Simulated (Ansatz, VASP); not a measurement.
## B: VASP beside Ansatz

```
B
1.0
     0.00000    4.09228    4.49497
     1.65761    0.00000    4.49497
     1.65761    4.09228    0.00000
B
8
Direct
  0.19634 0.80366 0.19634
  0.80366 0.19634 0.80366
  0.05366 0.44634 0.05366
  0.44634 0.05366 0.44634
  0.09190 0.09190 0.90810
  0.90810 0.90810 0.09190
  0.34190 0.34190 0.15810
  0.15810 0.15810 0.34190
```

Alike in both runs: functional PBE; k mesh 14 × 14 × 14; occupations gaussian, width 0.1 eV; no spin polarisation.

Ansatz relaxed the structure, and its values are those at the end. VASP's run is a single point on that final structure, the one shown.

```csv
,VASP,Ansatz
version,VASP 6.6.1,Ansatz 0.2.0
potentials or method,"VASP PAW PBE potentials, release 64 (B), cutoff 520 eV","scalar-relativistic, plane waves, PAW"
valence electrons in the cell,24,24
```

|  | VASP | Ansatz | Ansatz less VASP |
| --- | --- | --- | --- |
| gap on the k mesh at the Fermi level (eV) | none | none | - |
| pressure (GPa) | 0.0 | 0.0 | +0.02 |

A gap of «none» marks a metal or a gap that the smearing closes. With one functional, cell and mesh, what is left measures potentials, basis and numerics.
